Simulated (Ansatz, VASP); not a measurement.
**One calculation of HfSeS4, two programs**

```
Hf Se S
1.0
     3.31450    0.00000    0.00000
     0.00000    3.31450    0.00000
     0.00000    0.00000    9.79184
Hf Se S
1 1 4
Direct
  0.50000 0.50000 0.50000
  0.00000 0.00000 0.00000
  0.00000 0.00000 0.63812
  0.50000 0.50000 0.14561
  0.50000 0.50000 0.85439
  0.00000 0.00000 0.36188
```

Change from the starting cell: species swapped into the CeDyC4 type (P4/mmm, No. 123).

Alike in both runs: functional PBE; k mesh 6 × 6 × 2; occupations gaussian, width 0.1 eV; no spin polarisation.

Ansatz relaxed the structure, and its values are those at the end. VASP's run is a single point on that final structure, the one shown.

|  | VASP | Ansatz |
| --- | --- | --- |
| version | VASP 6.6.1 | Ansatz 0.2.0 |
| potentials or method | VASP PAW PBE potentials, release 64 (Hf_pv, Se, S), cutoff 520 eV | scalar-relativistic, plane waves, PAW |
| valence electrons in the cell | 40 | 66 |

VASP gave:

- gap on the k mesh at the Fermi level (eV): none
- pressure (GPa): -0.5
- rms of the force components (eV/Å): 0.012

Question: Which values does Ansatz return?

Answer: gap on the k mesh at the Fermi level (eV): none; pressure (GPa): 0.0; rms of the force components (eV/Å): 0.012.

A gap of «none» marks a metal or a gap that the smearing closes. With one functional, cell and mesh, what is left measures potentials, basis and numerics. VASP's potentials hold 40 valence electrons a cell and Ansatz's 66, so a difference there can come from the potentials and not from the codes.

Neither program's run includes spin-orbit coupling.
